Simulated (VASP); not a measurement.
# YSe in VASP: a series of runs, part 2 of 2

VASP 6.6.1.

### 3 Electric field gradients, LDA (volume scaled by 0.96)

INCAR

```
SYSTEM = YSe
ALGO     = Normal         ! electronic algorithm
EDIFF    = 1E-8           ! SCF threshold, eV
ENCUT    = 520            ! plane-wave cutoff, eV
GGA      = CA             ! functional
ISIF     = 2              ! what is computed and relaxed
ISMEAR   = -1             ! smearing method
LASPH    = .True.         ! aspherical terms in the spheres
LCHARG   = .False.        ! write CHGCAR
LEFG     = .True.       
LREAL    = .False.        ! projectors in reciprocal space
LWAVE    = .False.        ! write WAVECAR
NBANDS   = 16             ! bands
NELM     = 80             ! most SCF steps
PREC     = Accurate       ! precision mode
SIGMA    = 0.03           ! smearing width, eV
```

KPOINTS

```
k-points
0
Gamma
  7 7 7
  0 0 0
```

POSCAR

```
YSe
1.0
    0.0000000000      2.8361438855      2.8361438855
    2.8361438855      0.0000000000      2.8361438855
    2.8361438855      2.8361438855      0.0000000000
Y Se
1 1
Direct
    0.0000000000      0.0000000000      0.0000000000
    0.5000000000      0.5000000000      0.5000000000
```

Potentials or basis: VASP PAW LDA potentials, release 64 (Y_sv, Se).

Launch:

```console
cat potpaw_LDA.64/Y_sv/POTCAR potpaw_LDA.64/Se/POTCAR > POTCAR
mpirun -np 1 vasp_std > vasp.out
```

OUTCAR:

```text
SYSTEM = YSe
   EDIFF = 1E-8
   ENCUT = 520
   GGA = CA
   ISIF = 2
   ISMEAR = -1
   LASPH = .True.
   LREAL = .False.
   NELM = 80
   PREC = Accurate

 ion  position               nearest neighbor table
   1  0.000  0.000  0.000-   2 2.84   2 2.84   2 2.84   2 2.84   2 2.84   2 2.84
   2  0.500  0.500  0.500-   1 2.84   1 2.84   1 2.84   1 2.84   1 2.84   1 2.84

  LATTYP: Found a face centered cubic cell.
 ALAT       =     5.6722877710

  Lattice vectors:

 A1 = (   0.0000000000,   2.8361438855,   2.8361438855)
 A2 = (   2.8361438855,   0.0000000000,   2.8361438855)
 A3 = (   2.8361438855,   2.8361438855,   0.0000000000)

Analysis of symmetry for initial positions (statically):
=====================================================================
 Subroutine PRICEL returns:
 Original cell was already a primitive cell.

 Routine SETGRP: Setting up the symmetry group for a
 face centered cubic supercell.

 Subroutine GETGRP returns: Found 48 space group operations
 (whereof 48 operations were pure point group operations)
 out of a pool of 48 trial point group operations.

The static configuration has the point symmetry O_h .

Analysis of symmetry for dynamics (positions and initial velocities):
=====================================================================
 Subroutine PRICEL returns:
 Original cell was already a primitive cell.

 Routine SETGRP: Setting up the symmetry group for a
 face centered cubic supercell.

 Subroutine GETGRP returns: Found 48 space group operations
 (whereof 48 operations were pure point group operations)
 out of a pool of 48 trial point group operations.

[... 153 lines left out ...]
      2     -17.2136      2.00000
      3     -17.2136      2.00000
      4     -17.2136      2.00000
      5      -9.0783      2.00000
      6       3.2161      2.00000
[... 357 lines left out ...]
      3     -17.3893      2.00000
      4     -17.2997      2.00000
      5      -8.1982      2.00000
      6       0.6621      2.00000
[... 8 lines left out ...]
     15      13.6462      0.00000
     16      13.8949      0.00000

------------------------ aborting loop because EDIFF is reached ----------------------------------------

  FORCE on cell =-STRESS in cart. coord.  units (eV):
  Direction    XX          YY          ZZ          XY          YZ          ZX
  --------------------------------------------------------------------------------------
  -------------------------------------------------------------------------------------
  Total       -0.3529554     -0.3529554     -0.3529554     -0.0000000     -0.0000000      0.0000000
  in kB      -12.3941170    -12.3941170    -12.3941170     -0.0000000     -0.0000000      0.0000000
  external PRESSURE =     -12.3941170 kB  Pullay stress =       0.0000000 kB

 VOLUME and BASIS-vectors are now :
 -----------------------------------------------------------------------------
  energy-cutoff  :      520.00
  volume of cell :       45.63
      direct lattice vectors                 reciprocal lattice vectors
     0.000000000  2.836143885  2.836143885    -0.176295710  0.176295710  0.176295710
     2.836143885  0.000000000  2.836143885     0.176295710 -0.176295710  0.176295710
     2.836143885  2.836143885  0.000000000     0.176295710  0.176295710 -0.176295710

 POSITION                                       TOTAL-FORCE (eV/Angst)
 -----------------------------------------------------------------------------------
      0.00000      0.00000      0.00000        -0.000000      0.000000     -0.000000
      2.83614      2.83614      2.83614         0.000000     -0.000000      0.000000
 -----------------------------------------------------------------------------------
    total drift:                               -0.000000      0.000000      0.000000

  FREE ENERGIE OF THE ION-ELECTRON SYSTEM (eV)
  ---------------------------------------------------
  free  energy   TOTEN  =       -14.9298881927 eV

  energy  without entropy=      -14.9259919909  energy(sigma->0) =      -14.92794009

 Electric field gradients (V/A^2)
---------------------------------------------------------------------
 ion       V_xx      V_yy      V_zz      V_xy      V_xz      V_yz
---------------------------------------------------------------------
   1      -0.000    -0.000     0.000    -0.000    -0.000    -0.000
   2       0.000     0.000     0.000    -0.000    -0.000    -0.000
---------------------------------------------------------------------

 Electric field gradients after diagonalization (V/A^2)
 (convention: |V_zz| > |V_xx| > |V_yy|)
----------------------------------------------------------------------
 ion       V_xx      V_yy      V_zz     asymmetry (V_yy - V_xx)/ V_zz
----------------------------------------------------------------------
   1       0.000     0.000    -0.000       0.000
   2       0.000     0.000    -0.000       0.000
----------------------------------------------------------------------

           NMR quadrupolar parameters

 Cq : quadrupolar parameter    Cq=e*Q*V_zz/h
 eta: asymmetry parameters     (V_yy - V_xx)/ V_zz
 Q  : nuclear electric quadrupole moment in mb (millibarn)
----------------------------------------------------------------------
 ion       Cq(MHz)       eta       Q (mb)
----------------------------------------------------------------------
   1      -0.000       0.000       1.000
   2      -0.000       0.000       1.000
----------------------------------------------------------------------
```

stdout:

```text
POSCAR found type information on POSCAR Y Se
 POSCAR found :  2 types and       2 ions
 scaLAPACK will be used
 LDA part: xc-table for (Slater(with rela. corr.)+CA(PZ))
 , standard interpolation
 POSCAR, INCAR and KPOINTS ok, starting setup
 FFT: planning ... GRIDC
 FFT: planning ... GRID_SOFT
 FFT: planning ... GRID
 WAVECAR not read
 entering main loop
ion   1

ion   2
```

It took 11 s on 1 thread of Intel Xeon 6975P-C (Granite Rapids), shared host; peak memory 0.17 GiB.

What came out:

| Item | Value |
| --- | --- |
| Free energy | -14.9299 eV |
| Pressure | -1.2 GPa |

Caveat: without QUAD_EFG the Cq values of the log hold for a quadrupole moment of 1 mb, not for the nuclei.

### 4 Electric field gradients, LDA (volume scaled by 0.96)

INCAR

```
SYSTEM = YSe
  ALGO = Normal
  EDIFF = 1E-8
  ENCUT = 520
  ISIF = 2
  ISMEAR = -1
  LASPH = .TRUE.
  LCHARG = .FALSE.
  LEFG = .TRUE.
  LREAL = .FALSE.
  LWAVE = .FALSE.
  NBANDS = 16
  NELM = 100
  PREC = Accurate
  SIGMA = 0.03
```

KPOINTS

```
k-points
0
G
  7 7 7
  0 0 0
```

POSCAR is that of step 3.

Potentials or basis: VASP PAW LDA potentials, release 64 (Y_sv, Se).

Launch:

```console
cat potpaw_LDA.64/Y_sv/POTCAR potpaw_LDA.64/Se/POTCAR > POTCAR
mpirun -np 1 vasp_std > vasp.out
```

OUTCAR:

```text
SYSTEM = YSe
   EDIFF = 1E-8
   ENCUT = 520
   ISIF = 2
   ISMEAR = -1
   LASPH = .TRUE.
   LREAL = .FALSE.
   NELM = 100
   PREC = Accurate

 ion  position               nearest neighbor table
   1  0.000  0.000  0.000-   2 2.84   2 2.84   2 2.84   2 2.84   2 2.84   2 2.84
   2  0.500  0.500  0.500-   1 2.84   1 2.84   1 2.84   1 2.84   1 2.84   1 2.84

  LATTYP: Found a face centered cubic cell.
 ALAT       =     5.6722877710

  Lattice vectors:

 A1 = (   0.0000000000,   2.8361438855,   2.8361438855)
 A2 = (   2.8361438855,   0.0000000000,   2.8361438855)
 A3 = (   2.8361438855,   2.8361438855,   0.0000000000)

Analysis of symmetry for initial positions (statically):
=====================================================================
 Subroutine PRICEL returns:
 Original cell was already a primitive cell.

 Routine SETGRP: Setting up the symmetry group for a
 face centered cubic supercell.

 Subroutine GETGRP returns: Found 48 space group operations
 (whereof 48 operations were pure point group operations)
 out of a pool of 48 trial point group operations.

The static configuration has the point symmetry O_h .

Analysis of symmetry for dynamics (positions and initial velocities):
=====================================================================
 Subroutine PRICEL returns:
 Original cell was already a primitive cell.

 Routine SETGRP: Setting up the symmetry group for a
 face centered cubic supercell.

 Subroutine GETGRP returns: Found 48 space group operations
 (whereof 48 operations were pure point group operations)
 out of a pool of 48 trial point group operations.
[... 153 lines left out ...]
      1     -37.1160      2.00000
      2     -17.2136      2.00000
      3     -17.2136      2.00000
      4     -17.2136      2.00000
      5      -9.0783      2.00000
      6       3.2161      2.00000
[... 357 lines left out ...]
      3     -17.3893      2.00000
      4     -17.2997      2.00000
      5      -8.1982      2.00000
      6       0.6621      2.00000
[... 8 lines left out ...]
     15      13.6462      0.00000
     16      13.8949      0.00000

------------------------ aborting loop because EDIFF is reached ----------------------------------------

  FORCE on cell =-STRESS in cart. coord.  units (eV):
  Direction    XX          YY          ZZ          XY          YZ          ZX
  --------------------------------------------------------------------------------------
  -------------------------------------------------------------------------------------
  Total       -0.3529554     -0.3529554     -0.3529554     -0.0000000     -0.0000000      0.0000000
  in kB      -12.3941170    -12.3941170    -12.3941170     -0.0000000     -0.0000000      0.0000000
  external PRESSURE =     -12.3941170 kB  Pullay stress =       0.0000000 kB

 VOLUME and BASIS-vectors are now :
 -----------------------------------------------------------------------------
  energy-cutoff  :      520.00
  volume of cell :       45.63
      direct lattice vectors                 reciprocal lattice vectors
     0.000000000  2.836143885  2.836143885    -0.176295710  0.176295710  0.176295710
     2.836143885  0.000000000  2.836143885     0.176295710 -0.176295710  0.176295710
     2.836143885  2.836143885  0.000000000     0.176295710  0.176295710 -0.176295710

 POSITION                                       TOTAL-FORCE (eV/Angst)
 -----------------------------------------------------------------------------------
      0.00000      0.00000      0.00000        -0.000000      0.000000     -0.000000
      2.83614      2.83614      2.83614         0.000000     -0.000000      0.000000
 -----------------------------------------------------------------------------------
    total drift:                               -0.000000      0.000000      0.000000

  FREE ENERGIE OF THE ION-ELECTRON SYSTEM (eV)
  ---------------------------------------------------
  free  energy   TOTEN  =       -14.9298881927 eV

  energy  without entropy=      -14.9259919909  energy(sigma->0) =      -14.92794009

 Electric field gradients (V/A^2)
---------------------------------------------------------------------
 ion       V_xx      V_yy      V_zz      V_xy      V_xz      V_yz
---------------------------------------------------------------------
   1      -0.000    -0.000     0.000    -0.000    -0.000    -0.000
   2       0.000     0.000     0.000    -0.000    -0.000    -0.000
---------------------------------------------------------------------

 Electric field gradients after diagonalization (V/A^2)
 (convention: |V_zz| > |V_xx| > |V_yy|)
----------------------------------------------------------------------
 ion       V_xx      V_yy      V_zz     asymmetry (V_yy - V_xx)/ V_zz
----------------------------------------------------------------------
   1       0.000     0.000    -0.000       0.000
   2       0.000     0.000    -0.000       0.000
----------------------------------------------------------------------

           NMR quadrupolar parameters

 Cq : quadrupolar parameter    Cq=e*Q*V_zz/h
 eta: asymmetry parameters     (V_yy - V_xx)/ V_zz
 Q  : nuclear electric quadrupole moment in mb (millibarn)
----------------------------------------------------------------------
 ion       Cq(MHz)       eta       Q (mb)
----------------------------------------------------------------------
   1      -0.000       0.000       1.000
   2      -0.000       0.000       1.000
----------------------------------------------------------------------
```

OSZICAR:

```text
N       E                     dE             d eps       ncg     rms          rms(c)
DAV:   1     0.598759726413E+02    0.59876E+02   -0.82121E+03   640   0.987E+02
DAV:   2    -0.121899780488E+02   -0.72066E+02   -0.68049E+02   880   0.202E+02
DAV:   3    -0.154701041494E+02   -0.32801E+01   -0.32627E+01   816   0.344E+01
DAV:   4    -0.155653939131E+02   -0.95290E-01   -0.95154E-01   840   0.583E+00
DAV:   5    -0.155683479088E+02   -0.29540E-02   -0.29540E-02   816   0.824E-01    0.260E+01
DAV:   6    -0.150014473555E+02    0.56690E+00   -0.69121E-01   704   0.519E+00    0.186E+01
DAV:   7    -0.149481650837E+02    0.53282E-01   -0.39690E-01   896   0.390E+00    0.416E+00
DAV:   8    -0.149304922134E+02    0.17673E-01   -0.95274E-02   720   0.200E+00    0.281E-01
DAV:   9    -0.149299112122E+02    0.58100E-03   -0.57471E-03   736   0.534E-01    0.147E-01
DAV:  10    -0.149298861179E+02    0.25094E-04   -0.23103E-04   856   0.124E-01    0.129E-01
DAV:  11    -0.149298893990E+02   -0.32811E-05   -0.39186E-05   744   0.486E-02    0.622E-02
DAV:  12    -0.149298883474E+02    0.10516E-05   -0.63915E-06   736   0.197E-02    0.645E-03
DAV:  13    -0.149298882038E+02    0.14365E-06   -0.36369E-07   816   0.442E-03    0.266E-03
DAV:  14    -0.149298881940E+02    0.97859E-08   -0.12046E-07   824   0.239E-03    0.142E-03
DAV:  15    -0.149298881927E+02    0.12824E-08   -0.11156E-08   576   0.806E-04
   1 F= -.14929888E+02 E0= -.14927940E+02  d E =-.389620E-02
```

stdout:

```text
POSCAR found type information on POSCAR Y Se
 POSCAR found :  2 types and       2 ions
 scaLAPACK will be used
 LDA part: xc-table for (Slater(with rela. corr.)+CA(PZ))
 , standard interpolation
 POSCAR, INCAR and KPOINTS ok, starting setup
 FFT: planning ... GRIDC
 FFT: planning ... GRID_SOFT
 FFT: planning ... GRID
 WAVECAR not read
 entering main loop
ion   1

ion   2
```

Wall time 12 s (1 thread of Intel Xeon 6975P-C (Granite Rapids), shared host); peak memory 0.16 GiB.

What came out:

```
Free energy : -14.9299 eV
Pressure    : -1.2 GPa
```

Caveat: without QUAD_EFG the Cq values of the log hold for a quadrupole moment of 1 mb, not for the nuclei.

### 5 Electric field gradients, LDA (volume scaled by 0.99)

INCAR

```
SYSTEM = YSe
PREC = Accurate ; ENCUT = 520
EDIFF = 1E-8 ; ISMEAR = -1
SIGMA = 0.03 ; LREAL = .False.
LASPH = .True. ; NELM = 100
ALGO = Normal ; ISIF = 2
LWAVE = .False. ; LCHARG = .False.
GGA = CA ; LEFG = .True.
NBANDS = 16
```

KPOINTS

```
regular mesh
0
Gamma
  7 7 7
  0 0 0
```

POSCAR

```
YSe
1.0
    0.0000000000      2.8653845436      2.8653845436
    2.8653845436      0.0000000000      2.8653845436
    2.8653845436      2.8653845436      0.0000000000
Y Se
1 1
Direct
    0.0000000000      0.0000000000      0.0000000000
    0.5000000000      0.5000000000      0.5000000000
```

Potentials or basis: VASP PAW LDA potentials, release 64 (Y_sv, Se).

Launch:

```console
cat potpaw_LDA.64/Y_sv/POTCAR potpaw_LDA.64/Se/POTCAR > POTCAR
mpirun -np 1 vasp_std > vasp.out
```

OUTCAR:

```text
SYSTEM = YSe
   PREC = Accurate
   ENCUT = 520
   EDIFF = 1E-8
   ISMEAR = -1
   LREAL = .False.
   LASPH = .True.
   NELM = 100
   ISIF = 2
   GGA = CA

 ion  position               nearest neighbor table
   1  0.000  0.000  0.000-   2 2.87   2 2.87   2 2.87   2 2.87   2 2.87   2 2.87
   2  0.500  0.500  0.500-   1 2.87   1 2.87   1 2.87   1 2.87   1 2.87   1 2.87

  LATTYP: Found a face centered cubic cell.
 ALAT       =     5.7307690872

  Lattice vectors:

 A1 = (   0.0000000000,   2.8653845436,   2.8653845436)
[... 586 lines left out ...]
  ---------------------------------------------------
  free  energy   TOTEN  =       -14.9074499037 eV

  energy  without entropy=      -14.9034168931  energy(sigma->0) =      -14.90543340

 Electric field gradients (V/A^2)
---------------------------------------------------------------------
 ion       V_xx      V_yy      V_zz      V_xy      V_xz      V_yz
---------------------------------------------------------------------
   1       0.000     0.000    -0.000     0.000     0.000     0.000
   2      -0.000    -0.000     0.000    -0.000    -0.000    -0.000
---------------------------------------------------------------------

 Electric field gradients after diagonalization (V/A^2)
 (convention: |V_zz| > |V_xx| > |V_yy|)
----------------------------------------------------------------------
 ion       V_xx      V_yy      V_zz     asymmetry (V_yy - V_xx)/ V_zz
----------------------------------------------------------------------
   1      -0.000    -0.000     0.000       0.000
   2       0.000     0.000    -0.001       0.000
----------------------------------------------------------------------

           NMR quadrupolar parameters

 Cq : quadrupolar parameter    Cq=e*Q*V_zz/h
 eta: asymmetry parameters     (V_yy - V_xx)/ V_zz
 Q  : nuclear electric quadrupole moment in mb (millibarn)
----------------------------------------------------------------------
 ion       Cq(MHz)       eta       Q (mb)
----------------------------------------------------------------------
   1       0.000       0.000       1.000
   2      -0.000       0.000       1.000
----------------------------------------------------------------------
```

OSZICAR:

```text
N       E                     dE             d eps       ncg     rms          rms(c)
DAV:   1     0.555385099102E+02    0.55539E+02   -0.77592E+03   640   0.974E+02
DAV:   2    -0.125573013098E+02   -0.68096E+02   -0.64271E+02   872   0.193E+02
DAV:   3    -0.154878265061E+02   -0.29305E+01   -0.29171E+01   784   0.331E+01
DAV:   4    -0.155660049142E+02   -0.78178E-01   -0.78138E-01   840   0.520E+00
DAV:   5    -0.155678023287E+02   -0.17974E-02   -0.17974E-02   824   0.691E-01    0.244E+01
DAV:   6    -0.149822603952E+02    0.58554E+00   -0.71811E-01   704   0.519E+00    0.177E+01
DAV:   7    -0.149240174064E+02    0.58243E-01   -0.38985E-01   896   0.381E+00    0.438E+00
DAV:   8    -0.149081695938E+02    0.15848E-01   -0.90339E-02   720   0.191E+00    0.277E-01
DAV:   9    -0.149074952371E+02    0.67436E-03   -0.56562E-03   768   0.521E-01    0.149E-01
DAV:  10    -0.149074475890E+02    0.47648E-04   -0.29333E-04   832   0.140E-01    0.135E-01
DAV:  11    -0.149074510518E+02   -0.34629E-05   -0.41795E-05   744   0.513E-02    0.635E-02
DAV:  12    -0.149074501903E+02    0.86152E-06   -0.63927E-06   752   0.191E-02    0.723E-03
DAV:  13    -0.149074499206E+02    0.26976E-06   -0.51189E-07   864   0.497E-03    0.236E-03
DAV:  14    -0.149074499042E+02    0.16371E-07   -0.14680E-07   760   0.257E-03    0.149E-03
DAV:  15    -0.149074499037E+02    0.49386E-09   -0.12789E-08   592   0.833E-04
   1 F= -.14907450E+02 E0= -.14905433E+02  d E =-.403301E-02
```

It took 12 s on 1 thread of Intel Xeon 6975P-C (Granite Rapids), shared host; peak memory 0.16 GiB.

Results:

- Free energy: -14.9074 eV
- Pressure: -3.8 GPa

Levels at points of the mesh, in eV from the Fermi level:
```
           k point  band 7  band 8  band 9  band 10  band 11  band 12
(0.00, 0.00, 0.00)   -3.07   -3.07   -0.34    -0.34    -0.34     0.44
```

Caveat: without QUAD_EFG the Cq values of the log hold for a quadrupole moment of 1 mb, not for the nuclei.

### 6 Overview

```tsv
cell	gap on the mesh (eV)	pressure (GPa)
a = 4.107 Å, angles 58.7°, 2 atoms	none	-4.5
a = 4.011 Å, angles 60.0°, 2 atoms	none	-1.2
a = 4.052 Å, angles 60.0°, 2 atoms	none	-3.8
```

Alike in all rows: task electric field gradients; level LDA; potentials or basis VASP PAW LDA potentials, release 64 (Y_sv, Se); no spin polarisation; k mesh 7 × 7 × 7; cutoff (eV) 520; smearing fermi-dirac 0.03 eV.

Total energies depend on the potentials used, so only differences within one code and one set of settings carry meaning.
